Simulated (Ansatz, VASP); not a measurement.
# Two plane-wave programs on GaSb

```
CELL_PARAMETERS angstrom
0.00000 3.05900 3.05900
3.05900 0.00000 3.05900
3.05900 3.05900 0.00000
ATOMIC_POSITIONS crystal
Sb 0.75000 0.75000 0.75000
Ga 0.00000 0.00000 0.00000
```

Alike in both runs: task single point; functional PBEsol; dispersion D3(BJ); k mesh 8 × 8 × 8; occupations fermi-dirac, width 0.05 eV; no spin polarisation.

```csv
,VASP,Ansatz
version,VASP 6.6.1,Ansatz 0.2.0
potentials or method,"VASP PAW PBE potentials, release 64 (Sb, Ga_d)",Ansatz PAW
plane-wave cutoff (eV),520,420
valence electrons in the cell,18,28
```

VASP gave:

* gap on the k mesh at the Fermi level (eV): none
* pressure (GPa): -1.8

Problem. What did Ansatz give for the same quantities?

Solution. gap on the k mesh at the Fermi level (eV): none; pressure (GPa): -1.9.

VASP's potentials were made for PBE, not for PBEsol. A gap of «none» marks a metal or a gap that the smearing closes. VASP's potentials hold 18 valence electrons a cell and Ansatz's 28, so a difference there can come from the potentials and not from the codes.

Spin-orbit coupling is off throughout.
